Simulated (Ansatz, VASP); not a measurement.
# One calculation of ZnCd2Te2S, two programs

```
Zn Cd Te S
1.0
     3.75469    0.00000    0.00000
     0.00000    4.11473    0.00000
     0.00000    0.00000   10.52159
Zn Cd Te S
1 2 2 1
Direct
  0.50000 0.50000 0.12948
  0.50000 0.50000 0.83319
  0.50000 0.00000 0.46536
  0.00000 0.00000 0.02493
  0.00000 0.50000 0.34681
  0.50000 0.00000 0.70022
```

Change from the starting cell: species swapped into the Dy2ZnCuSi2 type (Pmm2, No. 25).

Alike in both runs: functional PBE; k mesh 6 × 4 × 2; occupations gaussian, width 0.1 eV; no spin polarisation.

Ansatz relaxed the structure, and its values are those at the end. VASP's run is a single point on that final structure, the one shown.

```csv
,VASP,Ansatz
version,VASP 6.6.1,Ansatz 0.2.0
potentials or method,"VASP PAW PBE potentials, release 64 (Zn, Cd, Te, S), cutoff 520 eV","scalar-relativistic, plane waves, PAW"
valence electrons in the cell,54,90
```

```csv
,VASP,Ansatz,Ansatz less VASP
gap on the k mesh at the Fermi level (eV),none,none,-
pressure (GPa),0.0,-0.2,-0.17
rms of the force components (eV/Å),0.021,0.017,-0.0043
```

A gap of «none» marks a metal or a gap that the smearing closes. VASP's potentials hold 54 valence electrons a cell and Ansatz's 90, so a difference there can come from the potentials and not from the codes.

The k mesh is coarse, so the values compare programs but aren't converged. Neither program's run includes spin-orbit coupling.
